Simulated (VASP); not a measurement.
A run of VASP 6.6.1 is set up as follows.

INCAR

```
ALGO = Normal ; EDIFF = 1E-6
ENCUT = 500 ; GGA = PE
GGA_COMPAT = F ; ISIF = 2
ISMEAR = 0 ; LASPH = T
LCHARG = T ; LELF = T
LREAL = F ; LVHAR = T
LWAVE = F ; NBANDS = 19
NELM = 120 ; PREC = Accurate
SIGMA = 0.01
```

The input KPOINTS:

```
k-points
0
Gamma
  4 4 4
```

The input POSCAR:

```
K2S
1.0
    0.0000000000      3.7027186904      3.7027186904
    3.7027186904      0.0000000000      3.7027186904
    3.7027186904      3.7027186904      0.0000000000
K S
2 1
Direct
    0.2500000000      0.2500000000      0.2500000000
    0.7500000000      0.7500000000      0.7500000000
    0.0000000000      0.0000000000      0.0000000000
```

Potentials or basis: VASP PAW PBE potentials, release 64 (K_sv, S).

Command:

```console
$ cat potpaw_PBE.64/K_sv/POTCAR potpaw_PBE.64/S/POTCAR > POTCAR
$ mpirun -np 1 vasp_std > vasp.out
```

(1) Predict the pressure.

(2) What does it give for the band gap on the k mesh?

Results:

(1) 0.5 GPa.

(2) 2.38 eV (least direct gap 2.57 eV).
